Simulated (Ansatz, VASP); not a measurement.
# Ca2SeO: VASP beside Ansatz

```
CELL_PARAMETERS angstrom
3.88286 0.00000 0.00000
0.00000 3.88286 0.00000
0.00000 0.00000 5.49445
ATOMIC_POSITIONS crystal
O 0.00000 0.00000 0.00000
Ca 0.00000 0.00000 0.50000
Ca 0.50000 0.50000 0.00000
Se 0.50000 0.50000 0.50000
```

Alike in both runs: task single point; functional PBE; k mesh 6 × 6 × 6; no spin polarisation.

|  | VASP | Ansatz |
| --- | --- | --- |
| version | VASP 6.6.1 | Ansatz 0.2.0 |
| potentials or method | VASP PAW PBE potentials, release 64 (O, Ca_sv, Se) | plane waves, PAW |
| plane-wave cutoff (eV) | 520 | 420 |
| occupations | gaussian, width 0.01 eV | fixed |
| valence electrons in the cell | 32 | 42 |

|  | VASP | Ansatz | Ansatz less VASP |
| --- | --- | --- | --- |
| gap on the k mesh at the Fermi level (eV) | 2.05 | 2.06 | +0.012 |
| pressure (GPa) | 1.3 | 1.0 | -0.25 |

VASP's potentials hold 32 valence electrons a cell and Ansatz's 42, so a difference there can come from the potentials and not from the codes.
